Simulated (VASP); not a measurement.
# GaN: single point with r2SCAN

The system is GaN.

```
CELL_PARAMETERS angstrom
3.13230 0.00000 0.00000
-1.56615 2.71265 0.00000
0.00000 0.00000 5.32098
ATOMIC_POSITIONS crystal
Ga 0.33333 0.66667 0.00000
Ga 0.66667 0.33333 0.50000
N 0.33333 0.66667 0.37500
N 0.66667 0.33333 0.87500
```

This cell differs from its parent crystal: strain -0.015 along x and y, +0.030 along z.

```json
{
  "Program": "VASP 6.6.1",
  "Task": "single point",
  "Functional": "r2SCAN",
  "Potentials or basis": "VASP PAW PBE potentials, release 64 (Ga_d, N)",
  "Cutoff": "520 eV",
  "k mesh": "12 × 12 × 6",
  "Occupations": "gaussian, width 0.05 eV",
  "Spin": "no spin polarisation"
}
```

| Item | Value |
| --- | --- |
| Pressure | 2.7 GPa |
| Largest force | 0.292 eV/Å |
| Band gap on the k mesh | 2.21 eV |

Forces in eV/Å, atoms in the order of the input:
```
Ga   0.000  0.000  0.292
Ga   0.000  0.000  0.292
N    0.000  0.000 -0.292
N    0.000  0.000 -0.292
```

Stress tensor (GPa, compression positive):
```
 8.01  0.00  0.00
 0.00  8.01  0.00
 0.00  0.00 -7.98
```

Levels at points of the mesh, in eV from the valence-band top:
| k point | band 15 | band 16 | band 17 | band 18 | band 19 | band 20 | band 21 | band 22 |
| --- | --- | --- | --- | --- | --- | --- | --- | --- |
| (0.00, 0.00, 0.00) | -0.94 | -0.24 | 0.00 | 0.00 | 2.21 | 5.22 | 9.62 | 10.75 |
| (0.50, 0.00, 0.00) | -4.36 | -2.74 | -2.32 | -1.13 | 5.83 | 6.03 | 6.22 | 9.13 |
| (0.00, 0.00, 0.50) | -0.48 | -0.48 | -0.48 | -0.48 | 4.88 | 4.88 | 8.96 | 8.96 |
| (0.50, 0.00, 0.50) | -2.18 | -2.18 | -1.99 | -1.99 | 4.72 | 4.72 | 8.33 | 8.33 |

It took 4.5 min on 1 thread of Intel Xeon 8259CL, with other jobs on the host, peak memory 0.22 GiB.

Caveat: the cell differs from its parent crystal (strain -0.015 along x and y, +0.030 along z); the PAW data sets were made with another functional, which shifts forces and pressure a little.
